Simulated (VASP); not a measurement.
A run of VASP 6.6.1 is set up as follows.

POSCAR

```
Bi
1.0
   -1.9886463737      1.9886463737      1.9886463737
    1.9886463737     -1.9886463737      1.9886463737
    1.9886463737      1.9886463737     -1.9886463737
Bi
1
Direct
    0.0000000000      0.0000000000      0.0000000000
```

The input INCAR.step1:

```
  ALGO = Normal
  EDIFF = 1E-4
  ENCUT = 520
  GGA = PE
  ISMEAR = 0
  LASPH = True
  LCHARG = False
  LREAL = False
  LWAVE = True
  NBANDS = 14
  NELM = 100
  PREC = Accurate
  SIGMA = 0.05
```

File INCAR.step2:

```
  ALGO = Normal
  EDIFF = 1E-6
  ENCUT = 520
  ISIF = 2
  ISMEAR = 0
  ISTART = 1
  LASPH = True
  LCHARG = False
  LMIXTAU = True
  LREAL = False
  LWAVE = False
  METAGGA = R2SCAN
  NBANDS = 14
  NELM = 100
  PREC = Accurate
  SIGMA = 0.05
```

File KPOINTS:

```
k-points
0
Gamma
  14 14 14
```

Potentials or basis: VASP PAW PBE potentials, release 64 (Bi_d).

Command:

```console
$ cat potpaw_PBE.64/Bi_d/POTCAR > POTCAR
$ cp INCAR.step1 INCAR
$ mpirun -np 1 vasp_std > vasp.out
$ cp INCAR.step2 INCAR
$ mpirun -np 1 vasp_std > vasp.out
```

Q: Predict the pressure.

A: -0.7 GPa.

Caveat: the PAW data sets were made with another functional, which shifts forces and pressure a little.
